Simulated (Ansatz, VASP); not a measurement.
Cd3Ge in VASP and in Ansatz

File INCAR:

```
SYSTEM = Cd3Ge
PREC = Accurate
ENCUT = 520
EDIFF = 1E-6
ISMEAR = 1
SIGMA = 0.1
LREAL = .False.
LASPH = .True.
NELM = 80
ALGO = Normal
ISIF = 2
LWAVE = .False.
LCHARG = .False.
GGA = CA
NBANDS = 33
```

The input KPOINTS:

```
regular mesh
0
Gamma
  9 9 9
  0 0 0
```

Contents of POSCAR:

```
Cd3Ge
1.0
   -2.2103470000      2.2103470000      4.5858760000
    2.2103470000     -2.2103470000      4.5858760000
    2.2103470000      2.2103470000     -4.5858760000
Cd Ge
3 1
Direct
    0.7500000000      0.2500000000      0.5000000000
    0.2500000000      0.7500000000      0.5000000000
    0.5000000000      0.5000000000      0.0000000000
    0.0000000000      0.0000000000      0.0000000000
```

Input for Ansatz:

```yaml
crystal:
  lattice:
    - [-2.210347, 2.210347, 4.585876]
    - [2.210347, -2.210347, 4.585876]
    - [2.210347, 2.210347, -4.585876]
  atoms:
    - { symbol: Cd, position: [0.75, 0.25, 0.5] }
    - { symbol: Cd, position: [0.25, 0.75, 0.5] }
    - { symbol: Cd, position: [0.5, 0.5, 0.0] }
    - { symbol: Ge, position: [0.0, 0.0, 0.0] }
basis:
  ecutwfc: 462.593566181796
kpoints:
  mp_grid:
    grid: [9, 9, 9]
hamiltonian:
  xc: lda
scf:
  occupations:
    method: cold
output:
  forces: true
  stress: true
```

Alike in both runs: task single point; functional LDA; k mesh 9 × 9 × 9; no spin polarisation.

|  | VASP | Ansatz |
| --- | --- | --- |
| version | VASP 6.6.1 | Ansatz 0.2.0 |
| potentials or method | VASP PAW LDA potentials, release 64 (Cd, Ge_d), cutoff 520 eV | plane waves, PAW |
| occupations | methfessel-paxton of order 1, width 0.1 eV | cold |
| valence electrons in the cell | 50 | 74 |

|  | VASP | Ansatz | Ansatz less VASP |
| --- | --- | --- | --- |
| pressure (GPa) | -6.3 | -6.6 | -0.30 |
| traceless stress, the component that is largest in VASP (GPa) | -0.52 | -0.52 | +0.007 |

LDA's correlation is that of Perdew and Zunger in VASP and of Perdew and Wang (1992) in Ansatz. VASP's potentials hold 50 valence electrons a cell and Ansatz's 74, so a difference there can come from the potentials and not from the codes.
